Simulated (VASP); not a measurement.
# Zr12C (a cell with a defect) in VASP: further runs

Zr12C (a cell with a defect) is run at these levels: PBE+D3(BJ); tasks: single point.

Everything below comes from runs of VASP 6.6.1. Logs are shortened: lines on timing, memory, paths and dates and some standing lists are left out, and cuts for length are marked.

### Step 1. The cell of the first run

The cell holds a defect, 13 atoms: a = 6.460 Å, b = 9.690 Å, c = 5.145 Å, α = 90.00°, β = 90.00°, γ = 120.00°.

### Step 2. Single point, PBE+D3(BJ)

Input file INCAR:

```
SYSTEM = Zr12C
PREC = Accurate ; ENCUT = 520
EDIFF = 1E-7 ; ISMEAR = -1
SIGMA = 0.1 ; LREAL = .FALSE.
LASPH = .TRUE. ; NELM = 60
ALGO = Normal ; ISIF = 2
LWAVE = .FALSE. ; LCHARG = .FALSE.
GGA = PE ; IVDW = 12
NBANDS = 86
```

Input file KPOINTS:

```
regular mesh
0
G
  3 2 3
  0 0 0
```

Input file POSCAR:

```
Zr12C
1.0
    6.4600000000      0.0000000000      0.0000000000
   -4.8450000000      8.3917860000      0.0000000000
    0.0000000000      0.0000000000      5.1453900000
Zr C
12 1
Direct
    0.0151474036      0.0306609344     -0.0369845629
    0.2138192628      0.2412120614      0.4780006958
    0.0039372930      0.3476852246      0.0081043419
    0.1587463338      0.5614656999      0.5003702343
   -0.0156917856      0.6609558442      0.0402690564
    0.1402704448      0.8832088902      0.5306303312
    0.4855638482     -0.0192688422      0.0356629915
    0.6753395628      0.2192143603      0.4903807097
    0.4903636574      0.3152010788     -0.0515995872
    0.6565483385      0.5531480426      0.4993790558
    0.4955274802      0.6576073317      0.0021961406
    0.6632528814      0.8813856788      0.5060063474
    0.3661953253      0.4448755009      0.7233465296
```

Potentials or basis: VASP PAW PBE potentials, release 64 (Zr_sv, C).

Run with:

```console
> cat potpaw_PBE.64/Zr_sv/POTCAR potpaw_PBE.64/C/POTCAR > POTCAR
> mpirun -np 1 vasp_std > vasp.out
```

OUTCAR:

```text
SYSTEM = Zr12C
   PREC = Accurate
   ENCUT = 520
   EDIFF = 1E-7
   ISMEAR = -1
   LREAL = .FALSE.
   LASPH = .TRUE.
   NELM = 60
   ISIF = 2
   GGA = PE
   IVDW = 12
 IVDW          = 12

 ion  position               nearest neighbor table
   1  0.015  0.031  0.963-   9 2.93   6 2.97   2 3.07  12 3.08   3 3.12   2 3.20   7 3.23   7 3.33
                            12 3.43  11 3.50   5 3.51   6 3.52
   2  0.214  0.241  0.478-  13 2.12   9 2.88  10 2.95   1 3.07   8 3.09   9 3.14   3 3.19   1 3.20
                             6 3.27   4 3.30   8 3.38   3 3.43  12 3.53
   3  0.004  0.348  0.008-  13 2.51  11 3.09   8 3.09   4 3.10   5 3.11   1 3.12   4 3.17   2 3.19
                             9 3.19   8 3.24   9 3.33   2 3.43   7 3.46
   4  0.159  0.561  0.500-  13 2.43   5 2.98   3 3.10   3 3.17  12 3.18   6 3.18  11 3.19  11 3.20
                            10 3.20   8 3.22  10 3.26   2 3.30   5 3.32
   5  0.984  0.661  0.040-   4 2.98  10 2.99   3 3.11   6 3.14  11 3.15   7 3.17   6 3.22   9 3.31
                             4 3.32  11 3.32  10 3.33   1 3.51
   6  0.140  0.883  0.531-   1 2.97  12 3.08   5 3.14  10 3.17   4 3.18   7 3.20   5 3.22   7 3.24
                             2 3.27   8 3.37  12 3.39   1 3.52
   7  0.486  0.981  0.036-  12 3.03   8 3.08  11 3.17   5 3.17   6 3.20   1 3.23   6 3.24   9 3.26
                            12 3.28   1 3.33   8 3.45   3 3.46
   8  0.675  0.219  0.490-   9 2.99   7 3.08   3 3.09   2 3.09   4 3.22  12 3.24   3 3.24  10 3.30
                             9 3.34   6 3.37   2 3.38   7 3.45
   9  0.490  0.315  0.948-  13 2.14   2 2.88   1 2.93   8 2.99  10 3.05   2 3.14   3 3.19   7 3.26
                             5 3.31  11 3.31   3 3.33   8 3.34  10 3.47
  10  0.657  0.553  0.499-  13 1.99   2 2.95   5 2.99   9 3.05  11 3.12  11 3.14  12 3.16   6 3.17
                             4 3.20   4 3.26   8 3.30   5 3.33   9 3.47
  11  0.496  0.658  0.002-  13 2.30   3 3.09  10 3.12  10 3.14   5 3.15   7 3.17  12 3.17   4 3.19
                             4 3.20  12 3.20   9 3.31   5 3.32   1 3.50
  12  0.663  0.881  0.506-   7 3.03   6 3.08   1 3.08  10 3.16  11 3.17   4 3.18  11 3.20   8 3.24
                             7 3.28   6 3.39   1 3.43   2 3.53
  13  0.366  0.445  0.723-  10 1.99   2 2.12   9 2.14  11 2.30   4 2.43   3 2.51

  LATTYP: Found a simple monoclinic cell.
 ALAT       =     6.4600000000
 B/A-ratio  =     0.7965000000
 C/A-ratio  =     1.3228756308
 COS(beta)  =    -0.1889822400

  Lattice vectors:

 A1 = (   6.4600000000,   0.0000000000,   0.0000000000)
 A2 = (   0.0000000000,   0.0000000000,   5.1453900000)
 A3 = (  -1.6150000000,  -8.3917860000,   0.0000000000)

Analysis of symmetry for initial positions (statically):
=====================================================================
 Subroutine PRICEL returns:
 Original cell was already a primitive cell.

 Routine SETGRP: Setting up the symmetry group for a
 simple monoclinic supercell.

 Subroutine GETGRP returns: Found  1 space group operations
 (whereof  1 operations were pure point group operations)
 out of a pool of  4 trial point group operations.

The static configuration has the point symmetry C_1 .

Analysis of symmetry for dynamics (positions and initial velocities):
=====================================================================
 Subroutine PRICEL returns:
 Original cell was already a primitive cell.

 Routine SETGRP: Setting up the symmetry group for a
 simple monoclinic supercell.

 Subroutine GETGRP returns: Found  1 space group operations
 (whereof  1 operations were pure point group operations)
 out of a pool of  4 trial point group operations.

The dynamic configuration has the point symmetry C_1 .

 Subroutine INISYM returns: Found  1 space group operations
 (whereof  1 operations are pure point group operations),
 and found     1 'primitive' translations

----------------------------------------------------------------------------------------

                                     Primitive cell

  volume of cell :     278.9364

  direct lattice vectors                    reciprocal lattice vectors
     6.460000000  0.000000000  0.000000000     0.154798762  0.089373108  0.000000000
    -4.845000000  8.391786000  0.000000000     0.000000000  0.119164145  0.000000000
     0.000000000  0.000000000  5.145390000     0.000000000  0.000000000  0.194348728

  length of vectors
     6.460000000  9.689999859  5.145390000     0.178746214  0.119164145  0.194348728
[... 69 lines left out ...]
|                                                                             |
 -----------------------------------------------------------------------------

 Subroutine IBZKPT returns following result:
 ===========================================

 Found     10 irreducible k-points:

 Following reciprocal coordinates:
            Coordinates               Weight
  0.000000  0.000000  0.000000      1.000000
  0.333333  0.000000  0.000000      2.000000
  0.000000  0.500000  0.000000      1.000000
  0.333333  0.500000  0.000000      2.000000
  0.000000  0.000000  0.333333      2.000000
  0.333333  0.000000  0.333333      2.000000
 -0.333333  0.000000  0.333333      2.000000
  0.000000  0.500000  0.333333      2.000000
  0.333333  0.500000  0.333333      2.000000
 -0.333333  0.500000  0.333333      2.000000
   k-points           NKPTS =     10   k-points in BZ     NKDIM =     10   number of bands    NBANDS=     86
   number of dos      NEDOS =    301   number of ions     NIONS =     13
   total plane-waves  NPLWV = 138240
   dimension x,y,z NGX =    48 NGY =   72 NGZ =   40
   dimension x,y,z NGXF=    96 NGYF=  144 NGZF=   80
   ions per type =              12   1
   NGX,Y,Z   is equivalent  to a cutoff of  12.35, 12.35, 12.92 a.u.
   NGXF,Y,Z  is equivalent  to a cutoff of  24.71, 24.71, 25.85 a.u.
 SYSTEM =  Zr12C
   PREC   = accura    normal or accurate (medium, high low for compatibility)
   ISTART =      0    job   : 0-new  1-cont  2-samecut
   ICHARG =      2    charge: 1-file 2-atom 10-const
   ISPIN  =      1    spin polarized calculation?
   LNONCOLLINEAR =      F non collinear calculations
   LSORBIT =      F    spin-orbit coupling
   LASPH  =      T    aspherical Exc in radial PAW
   ENCUT  =  520.0 eV  38.22 Ry    6.18 a.u.  12.01 18.02  9.57*2*pi/ulx,y,z
   NELM   =     60;   NELMIN=  2; NELMDL= -5     # of ELM steps
   EDIFF  = 0.1E-06   stopping-criterion for ELM
   LREAL  =      F    real-space projection
   EDIFFG = 0.1E-05   stopping-criterion for IOM
   NSW    =      0    number of steps for IOM
   IBRION =     -1    ionic relax: 0-MD 1-quasi-New 2-CG
   NFREE  =      0    steps in history (QN), initial steepest desc. (CG)
   ISIF   =      2    stress and relaxation
   ISYM   =      2    0-nonsym 1-usesym 2-fastsym
   POTIM  = 0.5000    time-step for ionic-motion
   TEBEG  =    0.0;   TEEND  =   0.0 temperature during run
   PSTRESS=    0.0 pullay stress
   NELECT =     148.0000    total number of electrons
   NUPDOWN=      -1.0000    fix difference up-down
   EMIN   =  10.00;   EMAX   =-10.00  energy-range for DOS
   EFERMI =   0.00;   METHOD = LEGACY
   ISMEAR =    -1;   SIGMA  =   0.10  broadening in eV -4-tet -1-fermi 0-gaus
   EFERMI_NEDOS =   21; number of points for ismear=-14 and -15
   IALGO  =     38    algorithm
   IMIX   =      4    mixing-type and parameters
     AMIX     =   0.40;   BMIX     =  1.00
     AMIX_MAG =   1.60;   BMIX_MAG =  1.00
  volume/ion in A,a.u.               =      21.46       144.80
  Fermi-wavevector in a.u.,A,eV,Ry     =   1.325339  2.504528 23.898955  1.756524
  Thomas-Fermi vector in A             =   2.454807
   LORBIT       =      0    0 simple, 1 ext, 2 COOP (PROOUT), +10 PAW based schemes
   GGA     = PE    functional components
   LHFCALC =     F    Hartree Fock is set to
   AEXX    =    0.0000 exact exchange contribution
   IVDW    =    12    specifies the selected vdW correction
   LEPSILON=     F    determine dielectric tensor
   LRPA    =     F    only Hartree local field effects (RPA)
 non-spin polarized calculation
  energy-cutoff  :      520.00
  volume of cell :      278.94
 maximum number of plane-waves:      7545
   NGX = 25   NGY = 37   NGZ = 19

 number of electron     148.0000000 magnetization

 Free energy of the ion-electron system (eV)
  ---------------------------------------------------
  ext. energy  EPLUGINS =         0.00000000
  ---------------------------------------------------
  free energy    TOTEN  =      -111.22972745 eV

  energy without entropy =     -110.73664906  energy(sigma->0) =     -110.98318826

 E-fermi :   9.0256     XC(G=0): -11.2014

 val. band max:        9.0222940696   @ k =   0.3333   0.0000   0.0000
 cond. band min:       9.0393269986   @ k =   0.0000   0.5000   0.3333
 fundamental gap:      0.0170329289
 Fermi energy:         9.0256208106

 k-point     1 :       0.0000    0.0000    0.0000
  band No.  band energies     occupation
      1     -39.6632      2.00000
      2     -39.5738      2.00000
      3     -39.5514      2.00000
      4     -39.5179      2.00000
      5     -39.5008      2.00000
      6     -39.4968      2.00000
[... 879 lines left out ...]
     85      10.1401      0.00003
     86      10.2735      0.00001

------------------------ aborting loop because EDIFF is reached ----------------------------------------

 Edisp (eV)   -6.67989

 E8    (eV) :    -3.3948

  FORCE on cell =-STRESS in cart. coord.  units (eV):
  Direction    XX          YY          ZZ          XY          YZ          ZX
  --------------------------------------------------------------------------------------
  -------------------------------------------------------------------------------------
  Total       1.05296     4.08108     3.84006     2.51841    -1.61237     0.39620
  in kB       6.04807    23.44124    22.05682    14.46542    -9.26125     2.27575
  external pressure =       17.18 kB  Pullay stress =        0.00 kB

 VOLUME and BASIS-vectors are now :
 -----------------------------------------------------------------------------
  energy-cutoff  :      520.00
  volume of cell :      278.94
      direct lattice vectors                 reciprocal lattice vectors
     6.460000000  0.000000000  0.000000000     0.154798762  0.089373108  0.000000000
    -4.845000000  8.391786000  0.000000000     0.000000000  0.119164145  0.000000000
     0.000000000  0.000000000  5.145390000     0.000000000  0.000000000  0.194348728

 POSITION                                       TOTAL-FORCE (eV/Angst)
 -----------------------------------------------------------------------------------
     -0.05070      0.25730      4.95509        -0.391498     -1.352292      0.946058
      0.21260      2.02420      2.45950        -1.662376     -1.656197     -1.489810
     -1.65910      2.91770      0.04170         1.001520     -0.426304     -0.751877
     -1.69480      4.71170      2.57460         0.947326     -0.096924      0.849926
      3.15630      5.54660      0.20720         0.162695      0.704839     -0.988059
     -3.37300      7.41170      2.73030         0.630449      0.359460     -0.192218
     -1.61490      8.23009      0.18350        -0.291883      0.291349     -0.322985
      3.30060      1.83960      2.52320         0.561984     -0.434808      0.097197
      1.64060      2.64510      4.87989         0.920931      0.139582      1.836882
      1.56130      4.64190      2.56950         1.985397      1.291936     -1.790892
      0.01500      5.51850      0.01130         0.125371      0.074037     -0.087400
      0.01430      7.39640      2.60360        -0.129801      0.563842     -0.177387
      0.21020      3.73330      3.72190        -3.860114      0.541479      2.070566
 -----------------------------------------------------------------------------------
    total drift:                               -0.000129      0.000062     -0.000088

  FREE ENERGIE OF THE ION-ELECTRON SYSTEM (eV)
  ---------------------------------------------------
  free  energy   TOTEN  =      -117.9096151018 eV

  energy  without entropy=     -117.4165367094  energy(sigma->0) =     -117.66307591
```

Wall time 6 min (1 thread of Intel Xeon Platinum 8375C at 2.90GHz (Ice Lake), shared host); peak memory 0.43 GiB.

What came out:

```
Free energy                : -117.9096 eV
Pressure                   : 1.7 GPa
Largest force              : 4.414 eV/Å
Band gap on the k mesh     : zero (band 74 reaches 9.15 eV, above the bottom of band 75 at 9.00 eV)
Dispersion energy per atom : -0.514 eV
```

Forces on the atoms (eV/Å):
```
Zr  -0.391 -1.352  0.946
Zr  -1.662 -1.656 -1.490
Zr   1.002 -0.426 -0.752
Zr   0.947 -0.097  0.850
Zr   0.163  0.705 -0.988
Zr   0.630  0.359 -0.192
Zr  -0.292  0.291 -0.323
Zr   0.562 -0.435  0.097
Zr   0.921  0.140  1.837
Zr   1.985  1.292 -1.791
Zr   0.125  0.074 -0.087
Zr  -0.130  0.564 -0.177
C   -3.860  0.541  2.071
```

Stress tensor (GPa, compression positive):
```
 0.60  1.45  0.23
 1.45  2.34 -0.93
 0.23 -0.93  2.21
```

Caveat: the k points lie up to 0.41 Å⁻¹ apart.

### Step 3. Single point, PBE+D3(BJ)

Input file INCAR:

```
  PREC = Accurate
  ENCUT = 520
  EDIFF = 1E-6
  ISMEAR = -1
  SIGMA = 0.1
  LREAL = False
  LASPH = True
  NELM = 100
  ALGO = Normal
  ISIF = 2
  LWAVE = False
  LCHARG = True
  GGA = PE
  IVDW = 12
  LELF = True
  LVHAR = True
  NBANDS = 86
```

Input file KPOINTS:

```
Automatic mesh
0
Gamma
  3 2 3
```

Input file POSCAR:

```
Zr12C
1.0
    6.4600000000      0.0000000000      0.0000000000
   -4.8450000000      8.3917860000      0.0000000000
    0.0000000000      0.0000000000      5.1453900000
Zr C
12 1
Direct
   -0.0729354794     -0.0412307940      0.0683135778
    0.1626781940      0.2245409976      0.4796332251
    0.0104025565      0.3101961847     -0.0398220543
    0.1780173580      0.5578311935      0.4755130321
    0.0047779532      0.6748742163     -0.0333502417
    0.1931425707      0.9164914358      0.5253829156
    0.5296775939      0.0069591860      0.0082015163
    0.6378023645      0.2208469091      0.4891951825
    0.5053033474      0.3395582299      0.0039647140
    0.6790520600      0.5684368024      0.4769123429
    0.4812105198      0.6578575764     -0.0087651276
    0.6802894680      0.8960309522      0.5591801593
    0.3158871831      0.4453521575      0.7084982868
```

Potentials or basis: VASP PAW PBE potentials, release 64 (Zr_sv, C).

Run with:

```console
> cat potpaw_PBE.64/Zr_sv/POTCAR potpaw_PBE.64/C/POTCAR > POTCAR
> mpirun -np 1 vasp_std > vasp.out
```

Wall time 5.4 min (1 thread of Intel Xeon Platinum 8375C at 2.90GHz (Ice Lake), shared host); peak memory 0.44 GiB.

The run converged. Its results:

```yaml
Free_energy: -117.9406 eV
Pressure: 1.2 GPa
Largest_force: 2.484 eV/Å
Band_gap_on_the_k_mesh: zero (band 74 reaches 9.19 eV, above the bottom of band 75 at 8.98 eV)
Dispersion_energy_per_atom: -0.514 eV
```

Forces on the atoms (eV/Å):
```
Zr   2.091  1.046 -0.746
Zr   0.109 -0.225 -0.270
Zr  -1.665  0.527  0.910
Zr  -1.341  0.441 -0.633
Zr  -0.062 -0.184  0.285
Zr   0.039 -0.883 -0.148
Zr  -1.644 -0.418  0.705
Zr   1.326  0.643  0.068
Zr  -0.055 -0.237 -1.048
Zr  -0.490 -0.144  0.387
Zr  -0.189 -0.464  0.068
Zr  -0.352  0.029 -0.659
C    2.233 -0.131  1.081
```

Stress tensor (GPa, compression positive):
```
 1.95 -0.01 -0.40
-0.01 -0.16  0.18
-0.40  0.18  1.72
```

Levels at points of the mesh, in eV from the Fermi level:
| k point | band 72 | band 73 | band 74 | band 75 | band 76 | band 77 |
| --- | --- | --- | --- | --- | --- | --- |
| (0.00, 0.00, 0.00) | -0.23 | -0.05 | 0.11 | 0.21 | 0.37 | 0.70 |
| (0.00, 0.50, 0.00) | -0.06 | -0.04 | 0.05 | 0.11 | 0.26 | 0.39 |

Caveat: the k points lie up to 0.41 Å⁻¹ apart.
